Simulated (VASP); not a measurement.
Runs of VASP 6.6.1 on BiTe. The structure is that of space group P-6m2 (No. 187), or close to it. The cells are those of the table. The cell was built from a structure type or drawn by symmetry, and may not be a known phase.

| task | cell | k mesh | cutoff (eV) | gap on the mesh (eV) | pressure (GPa) | relaxed volume (Å³/atom) |
| --- | --- | --- | --- | --- | --- | --- |
| relaxation of cell and atoms | relaxed from a = 4.181, b = 4.181, c = 4.397 Å, angles 90.0, 90.0, 120.0°, 2 atoms | 18 × 18 × 12 | 600 | none | 0.0 | 33.07 |
| single point | a = 3.950, b = 3.950, c = 5.027 Å, angles 90.0, 90.0, 120.0°, 2 atoms | 6 × 6 × 4 | 520 | none | -3.1 | - |
| single point | a = 4.181, b = 4.181, c = 4.397 Å, angles 90.0, 90.0, 120.0°, 2 atoms | 6 × 6 × 4 | 520 | none | (a) | - |
| relaxation of cell and atoms | relaxed from a = 3.950, b = 3.950, c = 5.027 Å, angles 90.0, 90.0, 120.0°, 2 atoms | 6 × 6 × 4 | 600 | none | 0.0 | 33.65 |
| single point | a = 4.141, b = 4.141, c = 4.453 Å, angles 90.0, 90.0, 120.0°, 2 atoms | 18 × 18 × 12 | 520 | none | 0.0 | - |

Alike in all rows: level PBE; potentials or basis VASP PAW PBE potentials, release 64 (Bi_d, Te); no spin polarisation; smearing gaussian 0.1 eV.

Question: Estimate the missing entries.

Answer: (a) 0.2.

Caveats: spin-orbit coupling is left out, which moves the levels of the heavy elements; the cell stands under tension (at least some runs).

A k mesh can miss the band edges, and the runs leave out spin-orbit coupling on Bi, Te.

A gap of «none» marks levels without a gap at the run's occupations.
